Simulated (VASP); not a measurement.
SbO4, 5 atoms in the cell. It takes space group P6/mmm (No. 191, hexagonal). Conventional cell: a = 4.290 Å, b = 4.290 Å, c = 3.661 Å, α = 90.00°, β = 90.00°, γ = 120.00°. Sb (site symmetry 6/mmm) has 24 O at 2.74 to 3.51 Å and 2 Sb at 3.66 Å within 3.7 Å. Within 1.8 Å of O (site symmetry 3m) lie 1 O at 1.31 Å. The cell was generated, and may not be a known phase.

```yaml
Program: VASP 6.6.1
Task: relaxation of cell and atoms
Functional: PBE
Potentials_or_basis: VASP PAW PBE potentials, release 64 (Sb, O)
Cutoff: 600 eV
k_mesh: 12 × 12 × 10
Occupations: gaussian, width 0.1 eV
Spin: no spin polarisation
Dipole_correction: no
Further_INCAR_settings: ALGO = Normal; EDIFF = 1e-06; IBRION = 2; EDIFFG = -0.01; NSW = 100; ISIF = 3
```

Potentials or basis: VASP PAW PBE potentials, release 64 (Sb, O).

Run with:

```sh
$ cat potpaw_PBE.64/Sb/POTCAR potpaw_PBE.64/O/POTCAR > POTCAR
$ mpirun -np 1 vasp_std > vasp.out
```

Hardware: 1 thread of Intel(R) Xeon(R) 6975P-C (Granite Rapids) (shared host).

Question: Estimate the wall time of this run.

Answer: Wall time 3.5 min on 1 thread of Intel(R) Xeon(R) 6975P-C (Granite Rapids), on a shared host, peak memory 0.29 GiB. Counts: scf iterations 58, k points 114, ion steps 10.
